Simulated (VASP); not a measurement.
Runs of VASP 6.6.1 on SnAs. The structure is that of space group Fm-3m (No. 225), or close to it. The cells are those of the table. 

| task | cell | cutoff (eV) | gap on the mesh (eV) | pressure (GPa) |
| --- | --- | --- | --- | --- |
| single point | a = 3.934 Å, angles 60.0°, 2 atoms | 520 | none | 5.3 |
| relaxation of cell and atoms | relaxed from a = 4.017 Å, angles 60.0°, 2 atoms | 600 | none | 0.0 |
| single point | a = 4.009 Å, angles 60.0°, 2 atoms | 520 | none | (a) |
| relaxation of cell and atoms | relaxed to 5 GPa from a = 4.009 Å, angles 60.0°, 2 atoms | 600 | none | 5.0 |

Alike in all rows: level LDA; potentials or basis VASP PAW LDA potentials, release 64 (Sn_d, As); no spin polarisation; k mesh 12 × 12 × 12; smearing fermi-dirac 0.1 eV.

Task: Estimate the missing entries.

Result: (a) 0.2.

Caveats: spin-orbit coupling is left out, which moves the levels of the heavy elements; the cell is relaxed towards a set pressure, so the enthalpy falls and the energy may rise (some runs).

A k mesh can miss the band edges, and the runs leave out spin-orbit coupling on As, Sn.

A gap of «none» marks levels without a gap at the run's occupations.
